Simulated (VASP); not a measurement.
# WS2 (R3m) in VASP: single point with r2SCAN

Aim: the single point of WS2 with r2SCAN.

Program: VASP 6.6.1. These are calculated values, not measurements. Logs are shortened: lines on timing, memory, paths and dates and some standing lists are left out, and cuts for length are marked.

### Step 1. The cell of the first run

Symmetry: R3m, No. 160, trigonal system. Conventional cell: a = 3.182 Å, b = 3.182 Å, c = 19.664 Å, α = 90.00°, β = 90.00°, γ = 120.00°. W (site symmetry 3m) has 6 S at 2.41 Å and 6 W at 3.18 Å within 3.2 Å. S (site symmetry 3m) has 3 W at 2.41 Å and 7 S at 3.12 to 3.18 Å within 3.2 Å. S (site symmetry 3m) has 3 W at 2.41 Å and 7 S at 3.12 to 3.18 Å within 3.2 Å.

### Step 2. Single point, r2SCAN

POSCAR

```
WS2
1.0
    1.5911144765      0.9186303713      6.5548102089
   -1.5911144765      0.9186303713      6.5548102089
    0.0000000000     -1.8372607426      6.5548102089
W S
1 2
Direct
    0.0006744005      0.0006744005      0.0006744005
    0.4132992230      0.4132992230      0.4132992230
    0.2547263764      0.2547263764      0.2547263764
```

INCAR.step1

```
SYSTEM = WS2
ALGO = Normal ; EDIFF = 1E-4
ENCUT = 520 ; GGA = PE
ISMEAR = 0 ; LASPH = .TRUE.
LCHARG = .FALSE. ; LREAL = .FALSE.
LWAVE = .TRUE. ; NBANDS = 20
NELM = 60 ; PREC = Accurate
SIGMA = 0.02
```

INCAR.step2

```
SYSTEM = WS2
ALGO = Normal ; EDIFF = 1E-6
ENCUT = 520 ; ISIF = 2
ISMEAR = 0 ; ISTART = 1
LASPH = .TRUE. ; LCHARG = .FALSE.
LMIXTAU = .TRUE. ; LREAL = .FALSE.
LWAVE = .FALSE. ; METAGGA = R2SCAN
NBANDS = 20 ; NELM = 60
PREC = Accurate ; SIGMA = 0.02
```

KPOINTS

```
k-points
0
G
  12 12 12
  0 0 0
```

Potentials or basis: VASP PAW PBE potentials, release 64 (W_sv, S).

The run is started by

```sh
> cat potpaw_PBE.64/W_sv/POTCAR potpaw_PBE.64/S/POTCAR > POTCAR
> cp INCAR.step1 INCAR
> mpirun -np 1 vasp_std > vasp.out
> cp INCAR.step2 INCAR
> mpirun -np 1 vasp_std > vasp.out
```

OUTCAR:

```text
SYSTEM = WS2
   EDIFF = 1E-6
   ENCUT = 520
   ISIF = 2
   ISMEAR = 0
   ISTART = 1
   LASPH = .TRUE.
   LREAL = .FALSE.
   METAGGA = R2SCAN
   NELM = 60
   PREC = Accurate

 ion  position               nearest neighbor table
   1  0.001  0.001  0.001-   3 2.41   3 2.41   3 2.41   2 2.41   2 2.41   2 2.41
   2  0.413  0.413  0.413-   1 2.41   1 2.41   1 2.41
   3  0.255  0.255  0.255-   1 2.41   1 2.41   1 2.41

  LATTYP: Found a trigonal (rhomboedric) cell.
 ALAT       =     6.8074271139
 COS(alpha) =     0.8907385777

  Lattice vectors:

 A1 = (   1.5911144765,   0.9186303713,   6.5548102089)
 A2 = (  -1.5911144765,   0.9186303713,   6.5548102089)
 A3 = (   0.0000000000,  -1.8372607426,   6.5548102089)

Analysis of symmetry for initial positions (statically):
=====================================================================
 Subroutine PRICEL returns:
 Original cell was already a primitive cell.

 Routine SETGRP: Setting up the symmetry group for a
 trigonal (rhombohedral) supercell.

 Subroutine GETGRP returns: Found  6 space group operations
 (whereof  6 operations were pure point group operations)
 out of a pool of 12 trial point group operations.

The static configuration has the point symmetry C_3v.

Analysis of symmetry for dynamics (positions and initial velocities):
=====================================================================
 Subroutine PRICEL returns:
 Original cell was already a primitive cell.

 Routine SETGRP: Setting up the symmetry group for a
 trigonal (rhombohedral) supercell.

 Subroutine GETGRP returns: Found  6 space group operations
 (whereof  6 operations were pure point group operations)
 out of a pool of 12 trial point group operations.

The dynamic configuration has the point symmetry C_3v.

 Subroutine INISYM returns: Found  6 space group operations
 (whereof  6 operations are pure point group operations),
 and found     1 'primitive' translations

----------------------------------------------------------------------------------------

                                     Primitive cell

  volume of cell :      57.4849

  direct lattice vectors                    reciprocal lattice vectors
     1.591114477  0.918630371  6.554810209     0.314245145  0.181429519  0.050853239
    -1.591114477  0.918630371  6.554810209    -0.314245145  0.181429519  0.050853239
     0.000000000 -1.837260743  6.554810209     0.000000000 -0.362859039  0.050853239

  length of vectors
     6.807427114  6.807427114  6.807427114     0.366405150  0.366405150  0.366405150

  position of ions in fractional coordinates (direct lattice)
     0.000674401  0.000674401  0.000674401
     0.413299223  0.413299223  0.413299223
     0.254726376  0.254726376  0.254726376

  ion indices of the primitive-cell ions
   primitive index   ion index
                 1           1
                 2           2
                 3           3

----------------------------------------------------------------------------------------

 KPOINTS: k-points

Automatic generation of k-mesh.
 Grid dimensions read from file:
 generate k-points for:   12   12   12

 Generating k-lattice:

  Cartesian coordinates                     Fractional coordinates (reciprocal lattice)
     0.026187095  0.015119127  0.004237770     0.083333333  0.000000000 -0.000000000
    -0.026187095  0.015119127  0.004237770     0.000000000  0.083333333 -0.000000000
     0.000000000 -0.030238253  0.004237770    -0.000000000 -0.000000000  0.083333333

  Length of vectors
     0.030533762  0.030533762  0.030533762

  Shift w.r.t. Gamma in fractional coordinates (k-lattice)
     0.000000000  0.000000000  0.000000000

 Subroutine IBZKPT returns following result:
 ===========================================

 Found    189 irreducible k-points:

 Following reciprocal coordinates:
            Coordinates               Weight
  0.000000  0.000000  0.000000      1.000000
  0.083333  0.000000  0.000000      6.000000
  0.166667 -0.000000  0.000000      6.000000
  0.250000 -0.000000  0.000000      6.000000
  0.333333 -0.000000  0.000000      6.000000
  0.416667  0.000000 -0.000000      6.000000
[... 16 lines left out ...]
  0.500000  0.166667  0.000000     12.000000
 -0.416667  0.166667  0.000000     12.000000
 [... further k-points ...]
   k-points           NKPTS =    189   k-points in BZ     NKDIM =    189   number of bands    NBANDS=     20
   number of dos      NEDOS =    301   number of ions     NIONS =      3
   total plane-waves  NPLWV = 157464
   dimension x,y,z NGX =    54 NGY =   54 NGZ =   54
   dimension x,y,z NGXF=   108 NGYF=  108 NGZF=  108
   ions per type =               1   2
   NGX,Y,Z   is equivalent  to a cutoff of  13.19, 13.19, 13.19 a.u.
   NGXF,Y,Z  is equivalent  to a cutoff of  26.37, 26.37, 26.37 a.u.
 SYSTEM =  WS2
   PREC   = accura    normal or accurate (medium, high low for compatibility)
   ISTART =      1    job   : 0-new  1-cont  2-samecut
   ICHARG =      0    charge: 1-file 2-atom 10-const
   ISPIN  =      1    spin polarized calculation?
   LNONCOLLINEAR =      F non collinear calculations
   LSORBIT =      F    spin-orbit coupling
   LASPH  =      T    aspherical Exc in radial PAW
   ENCUT  =  520.0 eV  38.22 Ry    6.18 a.u.  12.66 12.66 12.66*2*pi/ulx,y,z
   NELM   =     60;   NELMIN=  2; NELMDL=  0     # of ELM steps
   EDIFF  = 0.1E-05   stopping-criterion for ELM
   LREAL  =      F    real-space projection
   EDIFFG = 0.1E-04   stopping-criterion for IOM
   NSW    =      0    number of steps for IOM
   IBRION =     -1    ionic relax: 0-MD 1-quasi-New 2-CG
   NFREE  =      0    steps in history (QN), initial steepest desc. (CG)
   ISIF   =      2    stress and relaxation
   ISYM   =      2    0-nonsym 1-usesym 2-fastsym
   POTIM  = 0.5000    time-step for ionic-motion
   TEBEG  =    0.0;   TEEND  =   0.0 temperature during run
   PSTRESS=    0.0 pullay stress
   NELECT =      26.0000    total number of electrons
   NUPDOWN=      -1.0000    fix difference up-down
   EMIN   =  10.00;   EMAX   =-10.00  energy-range for DOS
   EFERMI =   0.00;   METHOD = LEGACY
   ISMEAR =     0;   SIGMA  =   0.02  broadening in eV -4-tet -1-fermi 0-gaus
   EFERMI_NEDOS =   21; number of points for ismear=-14 and -15
   IALGO  =     38    algorithm
   IMIX   =      4    mixing-type and parameters
     AMIX     =   0.40;   BMIX     =  1.00
     AMIX_MAG =   1.60;   BMIX_MAG =  1.00
  volume/ion in A,a.u.               =      19.16       129.31
  Fermi-wavevector in a.u.,A,eV,Ry     =   1.256651  2.374726 21.485942  1.579172
  Thomas-Fermi vector in A             =   2.390349
   LORBIT       =      0    0 simple, 1 ext, 2 COOP (PROOUT), +10 PAW based schemes
   METAGGA = R2SCAN    functional components
   LHFCALC =     F    Hartree Fock is set to
   AEXX    =    0.0000 exact exchange contribution
   IVDW    =     0    specifies the selected vdW correction
   LEPSILON=     F    determine dielectric tensor
   LRPA    =     F    only Hartree local field effects (RPA)
 non-spin polarized calculation
 Gauss-broadening in eV      SIGMA  =   0.02
  energy-cutoff  :      520.00
  volume of cell :       57.48
 maximum number of plane-waves:      1565
 NGX is ok and might be reduce to    54
   NGX = 25   NGY = 25   NGZ = 25

 number of electron      26.0000000 magnetization

 Free energy of the ion-electron system (eV)
  ---------------------------------------------------
  ext. energy  EPLUGINS =         0.00000000
  ---------------------------------------------------
  free energy    TOTEN  =       -70.08077024 eV

  energy without entropy =      -70.08077024  energy(sigma->0) =      -70.08077024

 E-fermi :   6.5929     XC(G=0): -11.1024

 val. band max:        6.2621541434   @ k =   0.5000   0.5000   0.5000
 cond. band min:       7.6523233482   @ k =  -0.2500   0.4167   0.0833
 fundamental gap:      1.3901692048
 Fermi energy:         6.5928728880

 k-point     1 :       0.0000    0.0000    0.0000
  band No.  band energies     occupation
      1     -70.2234      2.00000
      2     -33.8116      2.00000
      3     -33.6574      2.00000
      4     -33.6574      2.00000
      5      -9.8025      2.00000
      6      -7.9161      2.00000
[... 12 lines left out ...]
     19      14.4029      0.00000
     20      15.0397      0.00000

 k-point     2 :       0.0833    0.0000    0.0000
  band No.  band energies     occupation
      1     -70.2221      2.00000
      2     -33.8071      2.00000
      3     -33.6819      2.00000
      4     -33.6631      2.00000
      5      -9.6827      2.00000
      6      -7.8784      2.00000
[... 12 lines left out ...]
     19      14.5712      0.00000
     20      15.5049      0.00000

 k-point     3 :       0.1667   -0.0000    0.0000
  band No.  band energies     occupation
      1     -70.2186      2.00000
      2     -33.7948      2.00000
      3     -33.7483      2.00000
      4     -33.6785      2.00000
      5      -9.3415      2.00000
      6      -7.7713      2.00000
[... 12 lines left out ...]
     19      14.9841      0.00000
     20      15.9538      0.00000

 k-point     4 :       0.2500   -0.0000    0.0000
  band No.  band energies     occupation
      1     -70.2139      2.00000
      2     -33.8378      2.00000
      3     -33.7779      2.00000
      4     -33.6995      2.00000
      5      -8.8344      2.00000
      6      -7.6137      2.00000
[... 12 lines left out ...]
     19      15.0100      0.00000
     20      15.3527      0.00000

 k-point     5 :       0.3333   -0.0000    0.0000
  band No.  band energies     occupation
      1     -70.2091      2.00000
      2     -33.9259      2.00000
      3     -33.7610      2.00000
      4     -33.7205      2.00000
      5      -8.2604      2.00000
      6      -7.4406      2.00000
[... 12 lines left out ...]
     19      13.9966      0.00000
     20      14.6174      0.00000

 k-point     6 :       0.4167    0.0000   -0.0000
  band No.  band energies     occupation
      1     -70.2056      2.00000
      2     -33.9897      2.00000
      3     -33.7486      2.00000
      4     -33.7357      2.00000
      5      -7.7762      2.00000
      6      -7.3022      2.00000
[... 12 lines left out ...]
     19      13.5927      0.00000
     20      14.2673      0.00000

 k-point     7 :       0.5000   -0.0000    0.0000
  band No.  band energies     occupation
      1     -70.2043      2.00000
      2     -34.0129      2.00000
      3     -33.7440      2.00000
      4     -33.7413      2.00000
      5      -7.5791      2.00000
      6      -7.2490      2.00000
[... 12 lines left out ...]
     19      13.5629      0.00000
     20      14.1836      0.00000
[... 277 lines left out ...]
 k-point    20 :       0.2500    0.1667   -0.0000
  band No.  band energies     occupation
      1     -70.2156      2.00000
      2     -33.8008      2.00000
      3     -33.7841      2.00000
      4     -33.6963      2.00000
      5      -9.0151      2.00000
      6      -7.6923      2.00000
[... 12 lines left out ...]
     19      15.2857      0.00000
     20      15.5840      0.00000

 k-point    21 :       0.3333    0.1667    0.0000
  band No.  band energies     occupation
      1     -70.2115      2.00000
      2     -33.8653      2.00000
      3     -33.7695      2.00000
      4     -33.7272      2.00000
      5      -8.5462      2.00000
      6      -7.5464      2.00000
[... 12 lines left out ...]
     19      14.7619      0.00000
     20      15.6586      0.00000

 k-point    22 :       0.4167    0.1667    0.0000
  band No.  band energies     occupation
      1     -70.2074      2.00000
      2     -33.9258      2.00000
      3     -33.7613      2.00000
      4     -33.7548      2.00000
      5      -8.0233      2.00000
      6      -7.3794      2.00000
[... 12 lines left out ...]
     19      14.4837      0.00000
     20      15.4360      0.00000

 k-point    23 :       0.5000    0.1667    0.0000
  band No.  band energies     occupation
      1     -70.2043      2.00000
      2     -33.9685      2.00000
      3     -33.7873      2.00000
      4     -33.7441      2.00000
      5      -7.5936      2.00000
      6      -7.2397      2.00000
[... 12 lines left out ...]
     19      14.6231      0.00000
     20      15.3407      0.00000

 k-point    24 :      -0.4167    0.1667    0.0000
  band No.  band energies     occupation
      1     -70.2032      2.00000
      2     -33.9839      2.00000
      3     -33.7970      2.00000
      4     -33.7401      2.00000
      5      -7.4271      2.00000
      6      -7.1799      2.00000
[... 12 lines left out ...]
     19      14.9370      0.00000
     20      15.3680      0.00000

 [... further k-points ...]
[... 5 lines left out ...]
  --------------------------------------------------------------------------------------
  -------------------------------------------------------------------------------------
  Total        0.0727220      0.0727220      0.0410994     -0.0000000      0.0000000      0.0000000
  in kB        2.0268547      2.0268547      1.1454942     -0.0000000      0.0000000      0.0000000
  external PRESSURE =       1.7330679 kB  Pullay stress =       0.0000000 kB

 VOLUME and BASIS-vectors are now :
 -----------------------------------------------------------------------------
  energy-cutoff  :      520.00
  volume of cell :       57.48
      direct lattice vectors                 reciprocal lattice vectors
     1.591114477  0.918630371  6.554810209     0.314245145  0.181429519  0.050853239
    -1.591114477  0.918630371  6.554810209    -0.314245145  0.181429519  0.050853239
     0.000000000 -1.837260743  6.554810209     0.000000000 -0.362859039  0.050853239

 POSITION                                       TOTAL-FORCE (eV/Angst)
 -----------------------------------------------------------------------------------
      0.00000      0.00000      0.01326         0.000000     -0.000000     -0.000088
      0.00000      0.00000      8.12729         0.000000     -0.000000      0.021327
      0.00000      0.00000      5.00905         0.000000      0.000000     -0.021239
 -----------------------------------------------------------------------------------
    total drift:                                0.000000     -0.000000     -0.000077

  FREE ENERGIE OF THE ION-ELECTRON SYSTEM (eV)
  ---------------------------------------------------
  free  energy   TOTEN  =       -70.0807702434 eV

  energy  without entropy=      -70.0807702434  energy(sigma->0) =      -70.08077024
```

Wall time 60 min (1 thread of Intel Xeon Platinum 8259CL at 2.50GHz (Skylake/Cascade Lake), shared host); peak memory 0.57 GiB.

Results:

```yaml
Free_energy: -70.0808 eV
Pressure: 0.2 GPa
Largest_force: 0.021 eV/Å
Band_gap_on_the_k_mesh: 1.39 eV (least direct gap 1.92 eV)
```

Forces in eV/Å, atoms in the order of the input:
```
W    0.000  0.000  0.000
S    0.000  0.000  0.021
S    0.000  0.000 -0.021
```

Levels at points of the mesh, in eV from the valence-band top:
| k point | band 9 | band 10 | band 11 | band 12 | band 13 | band 14 | band 15 | band 16 | band 17 | band 18 |
| --- | --- | --- | --- | --- | --- | --- | --- | --- | --- | --- |
| (0.00, 0.00, 0.00) | -3.58 | -2.31 | -2.31 | -1.91 | -0.91 | 2.53 | 2.53 | 2.74 | 2.74 | 5.23 |
| (0.50, 0.00, 0.00) | -5.26 | -4.17 | -2.62 | -1.91 | -1.56 | 2.49 | 2.88 | 4.02 | 4.35 | 4.84 |
| (0.50, 0.50, 0.00) | -5.07 | -4.14 | -2.98 | -2.00 | -1.45 | 2.47 | 2.98 | 3.68 | 4.60 | 5.33 |
| (0.50, 0.50, 0.50) | -3.59 | -3.45 | -2.29 | -2.29 | 0.00 | 2.57 | 2.57 | 2.68 | 2.68 | 5.46 |

Caveat: the PAW data sets were made with another functional, which shifts forces and pressure a little; spin-orbit coupling is left out, which moves the levels of the heavy elements. A k mesh can miss the band edges.
